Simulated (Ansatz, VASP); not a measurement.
**ZrSe2 in VASP and in Ansatz**

Contents of POSCAR:

```
ZrSe2
1.0
    3.9775179710      0.0000000000      0.0000000000
   -1.9887589855      3.4446316069      0.0000000000
    0.0000000000      0.0000000000      6.0255613389
Zr Se
1 2
Direct
    0.0000000000      0.0000000000      0.0000000000
    0.3333333333      0.6666666667      0.2455830613
    0.6666666667      0.3333333333      0.7544169387
```

The input INCAR.step1:

```
PREC = Accurate
ENCUT = 400
EDIFF = 1E-5
ISMEAR = 0
SIGMA = 0.01
LREAL = False
LASPH = True
NELM = 120
ALGO = Normal
ISIF = 2
LWAVE = True
GGA = PE
NBANDS = 19
GGA_COMPAT = False
KPAR = 4
```

INCAR.step2

```
PREC = Accurate
ENCUT = 400
EDIFF = 1E-6
ISMEAR = 0
SIGMA = 0.01
LREAL = False
LASPH = True
NELM = 120
ALGO = Normal
ISIF = 2
LWAVE = False
LCHARG = True
GGA = PE
LHFCALC = True
HFSCREEN = 0.2079
PRECFOCK = Normal
LVHAR = True
ISTART = 1
NBANDS = 19
GGA_COMPAT = False
KPAR = 4
```

The input KPOINTS:

```
Automatic mesh
0
Gamma
  6 6 4
```

Input for Ansatz:

```yaml
crystal:
  lattice:
    - [3.977517971, 0.0, 0.0]
    - [-1.9887589855, 3.4446316069, 0.0]
    - [0.0, 0.0, 6.0255613389]
  atoms:
    - { symbol: Zr, position: [0.0, 0.0, 0.0] }
    - { symbol: Se, position: [0.3333333333, 0.6666666667, 0.2455830613] }
    - { symbol: Se, position: [0.6666666667, 0.3333333333, 0.7544169387] }
kpoints:
  mp_grid: { grid: [6, 6, 4] }
  band_path:
    path:
      - [0.0, 0.0, 0.0]
      - [0.5, 0.0, 0.0]
      - [0.3333333333, 0.3333333333, 0.0]
      - [0.0, 0.0, 0.5]
      - [0.5, 0.0, 0.5]
      - [0.3333333333, 0.3333333333, 0.5]
      - [0.0, 0.5, 0.5]
    npoints: 1
hamiltonian:
  xc: hse06
scf:
  occupations: { method: fixed }
  n_extra_bands: 4
output:
  forces: true
  stress: true
  eigenvalues: true
```

Change from the starting cell: epitaxial_xy strain +5.0%.

Alike in both runs: task single point; functional HSE06; k mesh 6 × 6 × 4; no spin polarisation.

|  | VASP | Ansatz |
| --- | --- | --- |
| version | VASP 6.6.1 | Ansatz 0.2.0 |
| potentials or method | VASP PAW PBE potentials, release 64 (Zr_sv, Se) | plane waves, PAW |
| plane-wave cutoff (eV) | 400 | 420 |
| occupations | gaussian, width 0.01 eV | fixed |
| valence electrons in the cell | 24 | 44 |

```csv
,VASP,Ansatz,Ansatz less VASP
gap on the k mesh at the Fermi level (eV),1.14,1.13,-0.010
pressure (GPa),-3.6,-3.4,+0.16
"traceless stress, the component that is largest in VASP (GPa)",4.15,4.15,0.000
rms of the force components (eV/Å),0.066,0.058,-0.0078
```

Atom by atom the forces differ by 0.008 eV/Å (rms over components). VASP's potentials hold 24 valence electrons a cell and Ansatz's 44, so a difference there can come from the potentials and not from the codes. Ansatz's warnings: stress exchange threshold loose, stress scf threshold loose.
